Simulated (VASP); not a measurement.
Here is a VASP 6.6.1 calculation.

File INCAR:

```
SYSTEM = GaN
PREC = Accurate
ENCUT = 520
EDIFF = 1E-7
ISMEAR = 0
SIGMA = 0.01
LREAL = .False.
LASPH = .True.
NELM = 150
ALGO = Normal
ISIF = 2
LWAVE = .False.
LCHARG = .False.
MAGMOM = 0 0 0 0 0 0 0 0 0 0 0 0
LORBIT = 11
LSORBIT = .True.
GGA_COMPAT = .False.
LORBMOM = .True.
GGA = PE
NBANDS = 50
```

KPOINTS

```
regular mesh
0
Gamma
  12 12 6
  0 0 0
```

The input POSCAR:

```
GaN
1.0
    3.1831494038      0.0000000000      0.0000000000
   -1.5915747019      2.7566882477      0.0000000000
    0.0000000000      0.0000000000      5.1836255107
Ga N
2 2
Direct
    0.3333333333      0.6666666667     -0.0008868064
    0.6666666667      0.3333333333      0.4991131936
    0.3333333333      0.6666666667      0.3758868064
    0.6666666667      0.3333333333      0.8758868064
```

Potentials or basis: VASP PAW PBE potentials, release 64 (Ga_d, N).

The run is started by

```sh
$ cat potpaw_PBE.64/Ga_d/POTCAR potpaw_PBE.64/N/POTCAR > POTCAR
$ mpirun -np 1 vasp_ncl > vasp.out
```

Predict the net moment.

0.00 μB per cell.

Estimate the largest force.

0.005 eV/Å.

Moments on the atoms (μB; x, y, z):
```
Ga  0.00 0.00 0.00
Ga  0.00 0.00 0.00
N   0.00 0.00 0.00
N   0.00 0.00 0.00
```
